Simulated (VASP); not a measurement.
Write the native input for VASP 6.6.1 that does the following.

```
Task                   : single point
Functional             : PBE
Potentials or basis    : VASP PAW PBE potentials, release 64 (Eu, O)
Cutoff                 : 600 eV
k mesh                 : 8 × 8 × 6
Occupations            : gaussian, width 0.05 eV
Spin                   : collinear spin, ferromagnetic start
Starting moments       : [7.0, 7.0, 0.0, 0.0] μB
Dipole correction      : no
Further INCAR settings : ALGO = Normal; EDIFF = 1e-06; NBANDS = 35
```

The structure of EuO lies in POSCAR:

```
EuO
1.0
    0.0000000000      2.5302957997     -2.5302957997
    0.0000000000      2.5302957997      2.5302957997
    5.0605915994      0.0000000000      0.0000000000
Eu O
2 2
Direct
    0.0000000000      0.0000000000      0.0000000000
    0.5000000000      0.5000000000      0.5000000000
    0.0000000000      1.0000000000      0.5000000000
    0.5000000000      1.5000000000      1.0000000000
```

The input as run:

INCAR

```
SYSTEM = EuO
  PREC = Accurate
  ENCUT = 600
  EDIFF = 1E-6
  ISMEAR = 0
  SIGMA = 0.05
  LREAL = .False.
  LASPH = .True.
  NELM = 200
  ALGO = Normal
  ISIF = 2
  LWAVE = .False.
  LCHARG = .False.
  ISPIN = 2
  MAGMOM = 7 7 0 0
  LORBIT = 11
  LMAXMIX = 6
  GGA = PE
  NBANDS = 35
  GGA_COMPAT = .False.
```

KPOINTS

```
Automatic mesh
0
Gamma
  8 8 6
  0 0 0
```

Potentials or basis: VASP PAW PBE potentials, release 64 (Eu, O).

The run is started by

```bash
$ cat potpaw_PBE.64/Eu/POTCAR potpaw_PBE.64/O/POTCAR > POTCAR
$ mpirun -np 1 vasp_std > vasp.out
```

It gave:

```yaml
Pressure: -0.1 GPa
Net_moment: 13.90 μB per cell
Site_moments: Eu +6.58; O -0.10 μB
Valence_electrons_inside_the_program's_atomic_spheres: Eu 14.83; O 4.96
```

Run time: 6.4 min on 1 thread of Intel(R) Xeon(R) Platinum 8488C (Sapphire Rapids), with other jobs on the host, peak memory 0.4 GiB.
